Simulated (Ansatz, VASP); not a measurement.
**One calculation of Cu, two programs**

```
CELL_PARAMETERS angstrom
0.00000 0.00000 4.19334
0.00000 4.44743 0.00000
-3.85159 -2.22372 0.00000
ATOMIC_POSITIONS crystal
Cu 0.25000 0.66667 0.66667
Cu 0.25000 0.33333 0.00000
Cu 0.25000 0.00000 0.33333
Cu 0.75000 0.33333 0.33333
Cu 0.75000 0.00000 0.66667
Cu 0.75000 0.66667 0.00000
```

Alike in both runs: task relaxation of cell and atoms; functional PBE; k mesh 8 × 12 × 12; occupations gaussian, width 0.1 eV; no spin polarisation.

|  | VASP | Ansatz |
| --- | --- | --- |
| version | VASP 6.6.1 | Ansatz 0.2.0 |
| potentials or method | VASP PAW PBE potentials, release 64 (Cu), cutoff 600 eV | scalar-relativistic, plane waves, PAW |
| valence electrons in the cell | 66 | 114 |

VASP gave:

- gap on the k mesh at the Fermi level, each at its own relaxed structure (eV): none
- relaxed volume (Å³/atom): 12.02
- relaxed length of the cell vector where the two differ most in proportion (Å): 4.445

Question: Estimate Ansatz's values.

Answer: gap on the k mesh at the Fermi level, each at its own relaxed structure (eV): none; relaxed volume (Å³/atom): 11.97; relaxed length of the cell vector where the two differ most in proportion (Å): 4.437.

A gap of «none» marks a metal or a gap that the smearing closes. VASP's potentials hold 66 valence electrons a cell and Ansatz's 114, so a difference there can come from the potentials and not from the codes.
